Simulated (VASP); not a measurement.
Sn, 1 atom in the cell. The structure is cubic, space group Pm-3m (No. 221). Conventional cell: a = 3.115 Å, b = 3.115 Å, c = 3.115 Å, α = 90.00°, β = 90.00°, γ = 90.00°. Within 4.1 Å of Sn (site symmetry m-3m) lie 6 Sn at 3.12 Å. 

| Property | Result |
| --- | --- |
| Program | VASP 6.6.1 |
| Task | relaxation of cell and atoms |
| Functional | PBEsol |
| Potentials or basis | VASP PAW PBE potentials, release 64 (Sn_d) |
| Cutoff | 600 eV |
| k mesh | 14 × 14 × 14 |
| Occupations | fermi-dirac, width 0.1 eV |
| Spin | no spin polarisation |
| Dipole correction | no |
| Further INCAR settings | ALGO = Normal; EDIFF = 1e-06; IBRION = 2; EDIFFG = -0.005; NSW = 60; ISIF = 3 |

Potentials or basis: VASP PAW PBE potentials, release 64 (Sn_d).

The run is started by

```bash
$ cat potpaw_PBE.64/Sn_d/POTCAR > POTCAR
$ mpirun -np 1 vasp_std > vasp.out
```

Hardware: 1 thread of Intel(R) Xeon(R) Platinum 8488C (Sapphire Rapids) (shared host).

Task: Estimate the wall time of this run.

Result: It took 43 s on 1 thread of Intel(R) Xeon(R) Platinum 8488C (Sapphire Rapids), with other jobs on the host, peak memory 0.2 GiB. Counts: scf iterations 25, k points 120, ion steps 3.
